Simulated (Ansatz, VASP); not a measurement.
# SrGe2H2 in VASP and in Ansatz

The input INCAR:

```
ALGO = Normal ; EDIFF = 1E-7
ENCUT = 520 ; GGA = RP
ISIF = 2 ; ISMEAR = -1
LASPH = T ; LCHARG = T
LELF = T ; LREAL = F
LVHAR = T ; LWAVE = F
NBANDS = 28 ; NELM = 60
PREC = Accurate ; SIGMA = 0.1
```

KPOINTS

```
k-points
0
Gamma
  5 5 4
```

POSCAR

```
SrGe2H2
1.0
    2.2025240000      3.8148810000      0.0000000000
   -2.2025240000      3.8148810000      0.0000000000
    0.0000000000      0.0000000000      4.7116730000
Ge H Sr
2 2 1
Direct
    0.3333000000      0.3334000000      0.4656000000
    0.6667000000      0.6666000000      0.5344000000
    0.3333000000      0.3334000000      0.1067000000
    0.6667000000      0.6666000000      0.8933000000
    0.0000000000      0.0000000000      0.0000000000
```

Input for Ansatz:

```yaml
crystal:
  lattice:
    - [2.202524, 3.814881, 0.0]
    - [-2.202524, 3.814881, 0.0]
    - [0.0, 0.0, 4.711673]
  atoms:
    - { symbol: Ge, position: [0.3333, 0.3334, 0.4656] }
    - { symbol: Ge, position: [0.6667, 0.6666, 0.5344] }
    - { symbol: H, position: [0.3333, 0.3334, 0.1067] }
    - { symbol: H, position: [0.6667, 0.6666, 0.8933] }
    - { symbol: Sr, position: [0.0, 0.0, 0.0] }
  symmetry: { tolerance: 0.0003 }
kpoints:
  mp_grid: { grid: [5, 5, 4], shift: [0, 0, 0] }
magnetization:
  spin_polarized: false
scf:
  occupations: { method: fermi_dirac }
hamiltonian:
  pseudopotentials: { kind: paw }
  xc: rpbe
basis:
  ecutwfc: 500
output:
  forces: true
  stress: true
  eigenvalues: true
accuracy: high
```

Alike in both runs: task single point; functional RPBE; k mesh 5 × 5 × 4; no spin polarisation.

|  | VASP | Ansatz |
| --- | --- | --- |
| version | VASP 6.6.1 | Ansatz 0.2.0 |
| potentials or method | VASP PAW PBE potentials, release 64 (Ge_d, H, Sr_sv), cutoff 520 eV | PAW plane waves |
| occupations | fermi-dirac, width 0.1 eV | fermi-dirac |
| valence electrons in the cell | 40 | 40 |

Ansatz gave:

- gap on the k mesh at the Fermi level (eV): none
- pressure (GPa): 6.5
- traceless stress, the component that is largest in VASP (GPa): -2.94
- rms of the force components (eV/Å): 0.478

Q: Which values does VASP return?

A: gap on the k mesh at the Fermi level (eV): none; pressure (GPa): 6.6; traceless stress, the component that is largest in VASP (GPa): -2.98; rms of the force components (eV/Å): 0.472.

VASP's potentials were made for PBE, not for RPBE. Atom by atom the forces differ by 0.007 eV/Å (rms over components). A gap of «none» marks a metal or a gap that the smearing closes. Ansatz's warnings: structure snapped to symmetry.
